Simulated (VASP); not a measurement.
# YN (I4/mmm) in VASP: further runs

YN is run at these levels: PBE; tasks: single point.

Everything below comes from runs of VASP 6.6.1. Logs are shortened: lines on timing, memory, paths and dates and some standing lists are left out, and cuts for length are marked.

**1. The cell of the first run**

Symmetry: I4/mmm, No. 139, tetragonal system. Conventional cell: a = 3.456 Å, b = 3.456 Å, c = 4.980 Å, α = 90.00°, β = 90.00°, γ = 90.00°. Within 3.2 Å of Y (site symmetry 4/mmm) lie 6 N at 2.44 to 2.49 Å. N (site symmetry 4/mmm) has 6 Y at 2.44 to 2.49 Å within 3.2 Å.

**2. Single point, PBE (strained cell)**

INCAR reads:

```
PREC = Accurate ; ENCUT = 600
EDIFF = 1E-6 ; ISMEAR = 0
SIGMA = 0.01 ; LREAL = False
LASPH = True ; NELM = 120
ALGO = Normal ; ISIF = 2
LWAVE = False ; LCHARG = False
GGA = PE ; NBANDS = 15
GGA_COMPAT = False
```

KPOINTS reads:

```
regular mesh
0
Gamma
  10 10 10
```

POSCAR reads:

```
YN
1.0
    0.0000000000      2.4437994482      2.4897931643
    2.4437994482      0.0000000000      2.4897931643
    2.4437994482      2.4437994482      0.0000000000
Y N
1 1
Direct
    0.0000000000      0.0000000000      0.0000000000
    0.5000000000      0.5000000000      0.5000000000
```

Potentials or basis: VASP PAW PBE potentials, release 64 (Y_sv, N).

Command:

```console
$ cat potpaw_PBE.64/Y_sv/POTCAR potpaw_PBE.64/N/POTCAR > POTCAR
$ mpirun -np 1 vasp_std > vasp.out
```

OUTCAR:

```text
PREC = Accurate
   ENCUT = 600
   EDIFF = 1E-6
   ISMEAR = 0
   LREAL = False
   LASPH = True
   NELM = 120
   ISIF = 2
   GGA = PE

 ion  position               nearest neighbor table
   1  0.000  0.000  0.000-   2 2.44   2 2.44   2 2.44   2 2.44   2 2.49   2 2.49
   2  0.500  0.500  0.500-   1 2.44   1 2.44   1 2.44   1 2.44   1 2.49   1 2.49

  LATTYP: Found a body centered tetragonal cell.
 ALAT       =     3.4560543234
 C/A-ratio  =     1.4408298779

  Lattice vectors:

 A1 = (  -2.4437994482,   0.0000000000,   2.4897931643)
 A2 = (   2.4437994482,   0.0000000000,   2.4897931643)
 A3 = (   0.0000000000,   2.4437994482,  -2.4897931643)

Analysis of symmetry for initial positions (statically):
=====================================================================
 Subroutine PRICEL returns:
 Original cell was already a primitive cell.

 Routine SETGRP: Setting up the symmetry group for a
 body centered tetragonal supercell.

 Subroutine GETGRP returns: Found 16 space group operations
 (whereof 16 operations were pure point group operations)
 out of a pool of 16 trial point group operations.

The static configuration has the point symmetry D_4h.

Analysis of symmetry for dynamics (positions and initial velocities):
=====================================================================
 Subroutine PRICEL returns:
 Original cell was already a primitive cell.

 Routine SETGRP: Setting up the symmetry group for a
 body centered tetragonal supercell.

 Subroutine GETGRP returns: Found 16 space group operations
 (whereof 16 operations were pure point group operations)
 out of a pool of 16 trial point group operations.

The dynamic configuration has the point symmetry D_4h.

 Subroutine INISYM returns: Found 16 space group operations
 (whereof 16 operations are pure point group operations),
 and found     1 'primitive' translations

----------------------------------------------------------------------------------------

                                     Primitive cell

  volume of cell :      29.7389

  direct lattice vectors                    reciprocal lattice vectors
     0.000000000  2.443799448  2.489793164    -0.204599441  0.204599441  0.200819894
     2.443799448  0.000000000  2.489793164     0.204599441 -0.204599441  0.200819894
     2.443799448  2.443799448  0.000000000     0.204599441  0.204599441 -0.200819894

  length of vectors
     3.488728385  3.488728385  3.456054323     0.352208024  0.352208024  0.352208024

  position of ions in fractional coordinates (direct lattice)
[... 85 lines left out ...]
   ISIF   =      2    stress and relaxation
   ISYM   =      2    0-nonsym 1-usesym 2-fastsym
   POTIM  = 0.5000    time-step for ionic-motion
   TEBEG  =    0.0;   TEEND  =   0.0 temperature during run
   PSTRESS=    0.0 pullay stress
   NELECT =      16.0000    total number of electrons
   NUPDOWN=      -1.0000    fix difference up-down
   EMIN   =  10.00;   EMAX   =-10.00  energy-range for DOS
   EFERMI =   0.00;   METHOD = LEGACY
   ISMEAR =     0;   SIGMA  =   0.01  broadening in eV -4-tet -1-fermi 0-gaus
   EFERMI_NEDOS =   21; number of points for ismear=-14 and -15
   IALGO  =     38    algorithm
   IMIX   =      4    mixing-type and parameters
     AMIX     =   0.40;   BMIX     =  1.00
     AMIX_MAG =   1.60;   BMIX_MAG =  1.00
  volume/ion in A,a.u.               =      14.87       100.34
  Fermi-wavevector in a.u.,A,eV,Ry     =   1.331496  2.516164 24.121537  1.772883
  Thomas-Fermi vector in A             =   2.460503
   LORBIT       =      0    0 simple, 1 ext, 2 COOP (PROOUT), +10 PAW based schemes
   GGA     = PE    functional components
   LHFCALC =     F    Hartree Fock is set to
   AEXX    =    0.0000 exact exchange contribution
   IVDW    =     0    specifies the selected vdW correction
   LEPSILON=     F    determine dielectric tensor
   LRPA    =     F    only Hartree local field effects (RPA)
 non-spin polarized calculation
 Gauss-broadening in eV      SIGMA  =   0.01
  energy-cutoff  :      600.00
  volume of cell :       29.74
 maximum number of plane-waves:      1010
   NGX = 13   NGY = 13   NGZ = 13

 number of electron      16.0000001 magnetization

 Free energy of the ion-electron system (eV)
  ---------------------------------------------------
  ext. energy  EPLUGINS =         0.00000000
  ---------------------------------------------------
  free energy    TOTEN  =       -18.22473549 eV

  energy without entropy =      -18.22473549  energy(sigma->0) =      -18.22473549

 E-fermi :   4.1494     XC(G=0): -11.1600

 val. band max:        4.0722525022   @ k =   0.0000   0.0000   0.0000
 cond. band min:       4.2504927844   @ k =   0.5000   0.0000   0.5000
 fundamental gap:      0.1782402822
 Fermi energy:         4.1493955138

 k-point     1 :       0.0000    0.0000    0.0000
  band No.  band energies     occupation
      1     -36.8603      2.00000
      2     -16.5306      2.00000
      3     -16.5119      2.00000
      4     -16.5119      2.00000
      5      -8.8223      2.00000
      6       3.9979      2.00000
      7       4.0723      2.00000
      8       4.0723      2.00000
      9       7.0546      0.00000
     10       7.2158      0.00000
     11       7.2158      0.00000
     12       7.9688      0.00000
     13       9.0546      0.00000
     14       9.2107      0.00000
[... 401 lines left out ...]
      2     -17.2208      2.00000
      3     -16.7694      2.00000
      4     -16.7308      2.00000
      5      -8.1053      2.00000
      6       1.6352      2.00000
      7       3.1315      2.00000
      8       3.4008      2.00000
      9       5.2339      0.00000
     10      10.6260      0.00000
     11      10.7800      0.00000
     12      11.0299      0.00000
     13      11.0434      0.00000
     14      14.0606      0.00000
     15      17.2636      0.00000

 [... further k-points ...]
[... 5 lines left out ...]
  --------------------------------------------------------------------------------------
  -------------------------------------------------------------------------------------
  Total        0.0124506      0.0124506     -0.7317380      0.0000000      0.0000000      0.0000000
  in kB        0.6707737      0.6707737    -39.4222876      0.0000000      0.0000000      0.0000000
  external PRESSURE =     -12.6935800 kB  Pullay stress =       0.0000000 kB

 VOLUME and BASIS-vectors are now :
 -----------------------------------------------------------------------------
  energy-cutoff  :      600.00
  volume of cell :       29.74
      direct lattice vectors                 reciprocal lattice vectors
     0.000000000  2.443799448  2.489793164    -0.204599441  0.204599441  0.200819894
     2.443799448  0.000000000  2.489793164     0.204599441 -0.204599441  0.200819894
     2.443799448  2.443799448  0.000000000     0.204599441  0.204599441 -0.200819894

 POSITION                                       TOTAL-FORCE (eV/Angst)
 -----------------------------------------------------------------------------------
      0.00000      0.00000      0.00000         0.000000     -0.000000      0.000000
      2.44380      2.44380      2.48979        -0.000000      0.000000     -0.000000
 -----------------------------------------------------------------------------------
    total drift:                                0.000000      0.000000      0.000000

  FREE ENERGIE OF THE ION-ELECTRON SYSTEM (eV)
  ---------------------------------------------------
  free  energy   TOTEN  =       -18.2247354899 eV

  energy  without entropy=      -18.2247354899  energy(sigma->0) =      -18.22473549
```

stdout:

```text
POSCAR found type information on POSCAR Y N
 POSCAR found :  2 types and       2 ions
 scaLAPACK will be used
 LDA part: xc-table for (Slater+PW92), standard interpolation
 POSCAR, INCAR and KPOINTS ok, starting setup
 FFT: planning ... GRIDC
 FFT: planning ... GRID_SOFT
 FFT: planning ... GRID
 WAVECAR not read
 entering main loop
```

Run time: 1.8 min. Hardware: 1 thread of Intel Xeon 8259CL, shared host; peak memory 0.22 GiB.

What came out:

* Free energy: -18.2247 eV
* Pressure: -1.3 GPa
* Band gap on the k mesh: 0.18 eV (least direct gap 0.58 eV)

Levels at points of the mesh, in eV from the valence-band top:
| k point | band 4 | band 5 | band 6 | band 7 | band 8 | band 9 | band 10 | band 11 | band 12 | band 13 |
| --- | --- | --- | --- | --- | --- | --- | --- | --- | --- | --- |
| (0.00, 0.00, 0.00) | -20.58 | -12.89 | -0.07 | 0.00 | 0.00 | 2.98 | 3.14 | 3.14 | 3.90 | 4.98 |
| (0.50, 0.00, 0.00) | -20.65 | -11.20 | -4.05 | -2.23 | -2.22 | 5.58 | 6.20 | 6.29 | 6.59 | 9.77 |
| (0.50, 0.50, 0.00) | -20.87 | -12.45 | -1.66 | -0.39 | -0.39 | 0.23 | 6.72 | 6.99 | 7.73 | 7.73 |
| (0.50, 0.00, 0.50) | -20.90 | -12.45 | -1.50 | -0.49 | -0.41 | 0.18 | 6.63 | 7.11 | 7.63 | 7.85 |

Caveat: the cell differs from its parent crystal (strained cell). A k mesh can miss the band edges.

**3. Single point, PBE (strained cell)**

INCAR reads:

```
SYSTEM = YN
PREC = Accurate
ENCUT = 600
EDIFF = 1E-6
ISMEAR = 0
SIGMA = 0.01
LREAL = .False.
LASPH = .True.
NELM = 120
ALGO = Normal
ISIF = 2
LWAVE = .False.
LCHARG = .False.
GGA = PE
NBANDS = 15
GGA_COMPAT = .False.
```

KPOINTS reads:

```
Automatic mesh
0
Gamma
  10 10 10
  0 0 0
```

POSCAR reads:

```
YN
1.0
    0.0000000000      2.4487308996      2.4897931643
    2.4487308996      0.0000000000      2.4897931643
    2.4487308996      2.4487308996      0.0000000000
Y N
1 1
Direct
    0.0000000000      0.0000000000      0.0000000000
    0.5000000000      0.5000000000      0.5000000000
```

Potentials or basis: VASP PAW PBE potentials, release 64 (Y_sv, N).

Command:

```console
$ cat potpaw_PBE.64/Y_sv/POTCAR potpaw_PBE.64/N/POTCAR > POTCAR
$ mpirun -np 1 vasp_std > vasp.out
```

Wall time 1.9 min (1 thread of Intel Xeon 8259CL, shared host); peak memory 0.22 GiB.

It converged, with:

* Free energy: -18.2246 eV
* Pressure: -1.9 GPa
* Band gap on the k mesh: 0.19 eV (least direct gap 0.60 eV)

Stress tensor (GPa, compression positive):
```
-0.74  0.00  0.00
 0.00 -0.74  0.00
 0.00  0.00 -4.25
```

Levels at points of the mesh, in eV from the valence-band top:
```
           k point  band 4  band 5  band 6  band 7  band 8  band 9  band 10  band 11  band 12  band 13
(0.00, 0.00, 0.00)  -20.60  -12.88   -0.07    0.00    0.00    2.99     3.13     3.13     3.88     4.97
(0.50, 0.00, 0.00)  -20.67  -11.20   -4.04   -2.22   -2.21    5.56     6.18     6.27     6.57     9.75
(0.50, 0.50, 0.00)  -20.89  -12.44   -1.65   -0.39   -0.39    0.23     6.69     6.96     7.70     7.70
(0.50, 0.00, 0.50)  -20.91  -12.44   -1.51   -0.48   -0.41    0.19     6.62     7.05     7.62     7.81
```

Caveat: the cell differs from its parent crystal (strained cell).
